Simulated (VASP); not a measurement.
Input of a VASP 6.6.1 run:

INCAR

```
PREC = Accurate
ENCUT = 520
EDIFF = 1E-7
ISMEAR = 0
SIGMA = 0.02
LREAL = False
LASPH = True
NELM = 100
ALGO = Normal
ISIF = 2
LWAVE = False
LCHARG = True
GGA = PE
LELF = True
LVHAR = True
NBANDS = 17
```

File KPOINTS:

```
regular mesh
0
Gamma
  10 10 10
```

POSCAR

```
PbS
1.0
    0.0000000000      3.0045094525      3.0045094525
    3.0045094525      0.0000000000      3.0045094525
    3.0045094525      3.0045094525      0.0000000000
Pb S
1 1
Direct
    0.0000000000      0.0000000000      0.0000000000
    0.5000000000      0.5000000000      0.5000000000
```

Potentials or basis: VASP PAW PBE potentials, release 64 (Pb_d, S).

Run with:

```console
$ cat potpaw_PBE.64/Pb_d/POTCAR potpaw_PBE.64/S/POTCAR > POTCAR
$ mpirun -np 1 vasp_std > vasp.out
```

**Question.** Estimate the pressure.

**Answer.** -0.1 GPa.

**Question.** Estimate the band gap on the k mesh.

**Answer.** 0.50 eV, direct.

Caveat: spin-orbit coupling is left out, which moves the levels of the heavy elements. A k mesh can miss the band edges.
